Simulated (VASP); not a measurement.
A run of VASP 6.6.1 is set up as follows.

Contents of INCAR:

```
ALGO = Normal
EDIFF = 1E-6
EDIFFG = -0.01
ENCUT = 600
GGA = PE
IBRION = 2
ISIF = 3
ISMEAR = -1
LASPH = T
LCHARG = F
LREAL = F
LWAVE = F
NELM = 80
NSW = 60
PREC = Accurate
SIGMA = 0.05
```

File KPOINTS:

```
k-points
0
Gamma
  7 7 7
```

The input POSCAR:

```
SnTe
1.0
    0.0000000000      3.6111460000      3.6111460000
    3.6111460000      0.0000000000      3.6111460000
    3.6111460000      3.6111460000      0.0000000000
Te Sn
1 1
Direct
    0.2500000000      0.2500000000      0.2500000000
    0.0000000000      0.0000000000      0.0000000000
```

Potentials or basis: VASP PAW PBE potentials, release 64 (Te, Sn_d).

Command:

```bash
$ cat potpaw_PBE.64/Te/POTCAR potpaw_PBE.64/Sn_d/POTCAR > POTCAR
$ mpirun -np 1 vasp_std > vasp.out
```

(1) What does it give for the band gap on the k mesh?

(2) Estimate the relaxed volume.

(3) Predict the relaxed cell.

Results:

(1) 0.33 eV, indirect (least direct gap 0.82 eV).

(2) 46.99 Å³/atom.

(3) a = 5.103 Å, b = 5.103 Å, c = 5.103 Å, α = 60.00°, β = 60.00°, γ = 60.00°.

Caveat: spin-orbit coupling is left out, which moves the levels of the heavy elements.
